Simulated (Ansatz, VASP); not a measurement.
## Ni3Br2 in VASP and in Ansatz

```
CELL_PARAMETERS angstrom
3.43644 0.00000 0.00000
-1.71822 2.97604 0.00000
0.00000 0.00000 8.63908
ATOMIC_POSITIONS crystal
Ni 0.00000 0.00000 0.00000
Ni 0.33333 0.66667 0.57383
Ni 0.66667 0.33333 0.42617
Br 0.33333 0.66667 0.18352
Br 0.66667 0.33333 0.81648
```

Alike in both runs: functional PBE; k mesh 6 × 6 × 4; occupations gaussian, width 0.1 eV; collinear spin.

Ansatz relaxed the structure, and its values are those at the end. VASP's run is a single point on that final structure, the one shown.

```csv
,VASP,Ansatz
version,VASP 6.6.1,Ansatz 0.2.0
potentials or method,"VASP PAW PBE potentials, release 64 (Ni, Br), cutoff 520 eV","scalar-relativistic, plane waves, PAW"
valence electrons in the cell,44,68
```

VASP gave:

| Quantity | Value |
| --- | --- |
| gap on the k mesh at the Fermi level (eV) | none |
| pressure (GPa) | 0.0 |
| rms of the force components (eV/Å) | 0.014 |
| net moment per atom (μB) | 0.55 |
| size of the moment on the site where the two differ most (μB) | 0.79 |

Which values does Ansatz return?

gap on the k mesh at the Fermi level (eV): none; pressure (GPa): 0.0; rms of the force components (eV/Å): 0.002; net moment per atom (μB): 0.56; size of the moment on the site where the two differ most (μB): 0.81.

Site moments also hang on the region over which each program counts them. A gap of «none» marks a metal or a gap that the smearing closes. VASP's potentials hold 44 valence electrons a cell and Ansatz's 68, so a difference there can come from the potentials and not from the codes. Ansatz's warnings: cell relax basis refresh.
